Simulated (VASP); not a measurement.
## NbN: single point with PBE+D3(BJ)

The system is NbN, a slab with vacuum.

```
Nb N
1.0
     6.20116    0.00000    0.00000
     0.00000    6.20116    0.00000
     0.00000    0.00000   20.38488
Nb N
12 12
Cartesian
  3.1006 3.1006 8.0000
  3.1006 0.0000 8.0000
  0.0000 3.1006 8.0000
  0.0000 0.0000 8.0000
  4.6509 4.6509 10.2290
  4.6509 1.5503 10.2290
  1.5503 4.6509 10.2290
  1.5503 1.5503 10.2290
  0.0000 0.0000 12.2803
  0.0000 3.1006 12.2803
  3.1006 0.0000 12.2803
  3.1006 3.1006 12.2803
  1.5503 1.5503 8.0000
  1.5503 4.6509 8.0000
  4.6509 1.5503 8.0000
  4.6509 4.6509 8.0000
  3.1006 3.1006 10.1550
  3.1006 0.0000 10.1550
  0.0000 3.1006 10.1550
  0.0000 0.0000 10.1550
  4.6509 4.6509 12.5729
  4.6509 1.5503 12.5729
  1.5503 4.6509 12.5729
  1.5503 1.5503 12.5729
```

| Item | Value |
| --- | --- |
| Program | VASP 6.6.1 |
| Task | single point |
| Functional | PBE |
| Dispersion | D3(BJ) |
| Potentials or basis | VASP PAW PBE potentials, release 64 (Nb_sv, N) |
| Cutoff | 520 eV |
| k mesh | 3 × 3 × 1 |
| Occupations | gaussian, width 0.1 eV |
| Spin | no spin polarisation |

| Item | Value |
| --- | --- |
| Largest force | 1.183 eV/Å |
| Band gap on the k mesh | zero (bands 108 and 109 overlap by 0.44 eV) |
| Dispersion energy per atom | -0.340 eV |

Forces on the atoms (eV/Å):
```
Nb   0.000  0.000  1.183
Nb   0.000  0.000  1.183
Nb   0.000  0.000  1.183
Nb   0.000  0.000  1.183
Nb   0.000  0.000 -0.006
Nb   0.000  0.000 -0.006
Nb   0.000  0.000 -0.006
Nb   0.000  0.000 -0.006
Nb   0.000  0.000 -0.015
Nb   0.000  0.000 -0.015
Nb   0.000  0.000 -0.015
Nb   0.000  0.000 -0.015
N    0.000  0.000 -1.160
N    0.000  0.000 -1.160
N    0.000  0.000 -1.160
N    0.000  0.000 -1.160
N    0.000  0.000  0.011
N    0.000  0.000  0.011
N    0.000  0.000  0.011
N    0.000  0.000  0.011
N    0.000  0.000 -0.012
N    0.000  0.000 -0.012
N    0.000  0.000 -0.012
N    0.000  0.000 -0.012
```

Levels at points of the mesh, in eV from the Fermi level:
| k point | band 104 | band 105 | band 106 | band 107 | band 108 | band 109 |
| --- | --- | --- | --- | --- | --- | --- |
| (0.00, 0.00, 0.00) | -0.64 | -0.51 | -0.51 | 0.19 | 0.19 | 0.19 |

Wall time 20 min on 1 thread of Intel(R) Xeon(R) Platinum 8259CL CPU @ 2.50GHz (Skylake/Cascade Lake), with other jobs on the host, peak memory 0.81 GiB.
